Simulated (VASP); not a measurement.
Crystal: CuI.

```
CELL_PARAMETERS angstrom
0.00000 3.03150 3.03150
3.03150 0.00000 3.03150
3.03150 3.03150 0.00000
ATOMIC_POSITIONS crystal
I 0.00000 0.00000 0.00000
Cu 0.75000 0.75000 0.75000
```

- Program: VASP 6.6.1
- Task: relaxation of cell and atoms
- Functional: RPBE
- Potentials or basis: VASP PAW PBE potentials, release 64 (I, Cu)
- Cutoff: 600 eV
- k mesh: 8 × 8 × 8
- Occupations: fermi-dirac, width 0.05 eV
- Spin: no spin polarisation

At the start: pressure 2.4 GPa; volume 27.86 Å³/atom.

Question: Where does the relaxation end?

Answer: Over 3 steps the energy falls by 13.1 meV/atom and the volume is 29.75 Å³/atom (+6.8 %); space group F-43m (No. 216, to 0.1 Å) before and after.

Step by step:
```tsv
step	energy change (eV)	largest force (eV/Å)	pressure (GPa)	volume (Å³)
1	0.0000	0.0000	2.40	55.72
2	-0.0260	0.0000	0.17	59.15
3	-0.0262	0.0000	0.00	59.49
```

Final structure:
```
I Cu
1.0
     0.00000    3.09841    3.09841
     3.09841    0.00000    3.09841
     3.09841    3.09841    0.00000
I Cu
1 1
Direct
  0.00000 0.00000 0.00000
  0.75000 0.75000 0.75000
```

Caveat: the PAW data sets were made with another functional, which shifts forces and pressure a little.
